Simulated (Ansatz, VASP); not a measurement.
# One calculation of WC, two programs

The input INCAR:

```
ALGO = Normal
EDIFF = 1E-7
EDIFFG = -0.001
ENCUT = 600
GGA = PS
GGA_COMPAT = F
IBRION = 2
ISIF = 3
ISMEAR = -1
LASPH = T
LCHARG = F
LREAL = F
LWAVE = F
NELM = 120
NELMIN = 4
NSW = 80
PREC = Accurate
SIGMA = 0.15
```

File KPOINTS:

```
k-points
0
Gamma
  18 18 14
```

Contents of POSCAR:

```
WC
1.0
    2.8985811345      0.0000000000      0.0000000000
   -1.4492905673      2.5102448974      0.0000000000
    0.0000000000      0.0000000000      2.8280347686
W C
1 1
Direct
    0.0000000000      0.0000000000      0.0000000000
    0.6666666667      0.3333333333      0.5000000000
```

Input for Ansatz:

```yaml
crystal:
  lattice:
    - [2.8985811345, 0.0, 0.0]
    - [-1.4492905672, 2.5102448974, 0.0]
    - [0.0, 0.0, 2.8280347686]
  atoms:
    - { symbol: W, position: [0.0, 0.0, 0.0] }
    - { symbol: C, position: [0.6666666667, 0.3333333333, 0.5] }
basis:
  ecutwfc: 420
kpoints:
  mp_grid: { grid: [18, 18, 14] }
hamiltonian:
  xc: pbesol
  pseudopotentials: { kind: paw, azcp: { folder: soft_1 } }
scf:
  occupations: { method: fermi_dirac, width: 0.15 }
output:
  forces: true
  stress: true
  eigenvalues: true
relax:
  adjacent_minimum: "off"
  f_tol: 0.001
  max_steps: 60
  cell: { stress_tol: 0.01 }
```

Alike in both runs: task relaxation of cell and atoms; functional PBEsol; k mesh 18 × 18 × 14; occupations fermi-dirac, width 0.15 eV; no spin polarisation.

|  | VASP | Ansatz |
| --- | --- | --- |
| version | VASP 6.6.1 | Ansatz 0.2.0 |
| potentials or method | VASP PAW PBE potentials, release 64 (W_sv, C), cutoff 600 eV | scalar-relativistic, plane waves, PAW |
| valence electrons in the cell | 18 | 18 |

```csv
,VASP,Ansatz,Ansatz less VASP
"gap on the k mesh at the Fermi level, each at its own relaxed structure (eV)",none,none,-
relaxed volume (Å³/atom),10.32,10.29,-0.028
relaxed cell length with the largest relative difference (Å),2.830,2.827,-0.0028
```

VASP's potentials were made for PBE, not for PBEsol, and Ansatz warns of the same on its side. A gap of «none» marks a metal or a gap that the smearing closes.

Spin-orbit coupling is off throughout.
